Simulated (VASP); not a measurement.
# AlN: single point with PBE

The system is AlN.

```
Al N
1.0
     0.00000    2.02896    2.02896
     2.02896    0.00000    2.02896
     2.02896    2.02896    0.00000
Al N
1 1
Cartesian
  0.0000 0.0000 0.0000
  2.0290 2.0290 2.0290
```

This cell differs from its parent crystal: strain +0.5%.

```json
{
 "Program": "VASP 6.6.1",
 "Task": "single point",
 "Functional": "PBE",
 "Potentials or basis": "VASP PAW PBE potentials, release 64 (Al, N)",
 "Cutoff": "520 eV",
 "k mesh": "6 × 6 × 6",
 "Occupations": "gaussian, width 0.01 eV",
 "Spin": "no spin polarisation",
 "Dipole correction": "no",
 "Further INCAR settings": "ALGO = Normal; EDIFF = 1e-06; NBANDS = 11"
}
```

```yaml
Pressure: 2.1 GPa
Band_gap_on_the_k_mesh: 4.50 eV, indirect (least direct gap 5.52 eV)
```

Levels at points of the mesh, in eV from the valence-band top:
```tsv
k point	band 1	band 2	band 3	band 4	band 5	band 6	band 7	band 8
(0.00, 0.00, 0.00)	-17.46	0.00	0.00	0.00	5.52	12.13	12.13	12.13
(0.50, 0.00, 0.00)	-14.24	-8.24	-1.06	-1.06	6.06	10.91	10.91	13.14
(0.50, 0.50, 0.00)	-13.27	-7.31	-2.77	-2.77	4.50	5.32	13.92	17.08
```

It took 3.7 s on 1 thread of Intel Xeon 6975P-C, on a shared host, peak memory 0.13 GiB.

Caveat: the k points lie up to 0.45 Å⁻¹ apart; the cell differs from its parent crystal (strain +0.5%). A k mesh can miss the band edges.
